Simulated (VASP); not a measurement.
Na4GaTe4S4: single point with revPBE

Crystal: Na4GaTe4S4.

```
Na S Te Ga
1.0
     0.00000    5.28714    5.28714
     5.28714    0.00000    5.28714
     5.28714    5.28714    0.00000
Na S Te Ga
4 4 4 1
Cartesian
  4.2562 4.2562 4.2562
  4.2562 6.3181 6.3181
  6.3181 6.3181 4.2562
  6.3181 4.2562 6.3181
  6.7020 6.7020 6.7020
  6.7020 3.8723 3.8723
  3.8723 3.8723 6.7020
  3.8723 6.7020 3.8723
  1.4508 1.4508 1.4508
  1.4508 3.8364 3.8364
  3.8364 3.8364 1.4508
  3.8364 1.4508 3.8364
  0.0000 0.0000 0.0000
```

```json
{
 "Program": "VASP 6.6.1",
 "Task": "single point",
 "Functional": "revPBE",
 "Potentials or basis": "VASP PAW PBE potentials, release 64 (Na_pv, S, Te, Ga_d)",
 "Cutoff": "520 eV",
 "k mesh": "6 × 6 × 6",
 "Occupations": "fermi-dirac, width 0.1259 eV",
 "Spin": "no spin polarisation",
 "Dipole correction": "no",
 "Further INCAR settings": "ALGO = Normal; EDIFF = 1e-07; NBANDS = 56"
}
```

```
Pressure               : 12.0 GPa
Largest force          : 1.927 eV/Å
Band gap on the k mesh : zero (an odd number of electrons rules out a gap without spin polarisation)
```

Forces on the atoms (eV/Å):
```
Na  -0.107 -0.107 -0.107
Na  -0.107  0.107  0.107
Na   0.107  0.107 -0.107
Na   0.107 -0.107  0.107
S    1.113  1.113  1.113
S    1.113 -1.113 -1.113
S   -1.113 -1.113  1.113
S   -1.113  1.113 -1.113
Te  -0.121 -0.121 -0.121
Te  -0.121  0.121  0.121
Te   0.121  0.121 -0.121
Te   0.121 -0.121  0.121
Ga   0.000  0.000  0.000
```

Levels at points of the mesh, in eV from the Fermi level:
```csv
k point,band 40,band 41,band 42,band 43,band 44,band 45,band 46,band 47,band 48,band 49
"(0.00, 0.00, 0.00)",0.01,0.01,0.22,0.22,0.54,0.54,0.54,0.90,0.90,0.90
"(0.50, 0.00, 0.00)",-0.69,-0.69,-0.33,-0.27,-0.27,0.15,0.38,0.38,0.70,0.70
"(0.50, 0.50, 0.00)",-1.10,-1.02,-0.16,-0.16,-0.08,-0.08,0.04,0.20,0.20,0.60
```

Wall time 4.1 min on 1 thread of Intel(R) Xeon(R) 6975P-C (Granite Rapids), with other jobs on the host, peak memory 0.58 GiB.

Caveat: the cell stands under pressure; the PAW data sets were made with another functional, which shifts forces and pressure a little; spin-orbit coupling is left out, which moves the levels of the heavy elements.
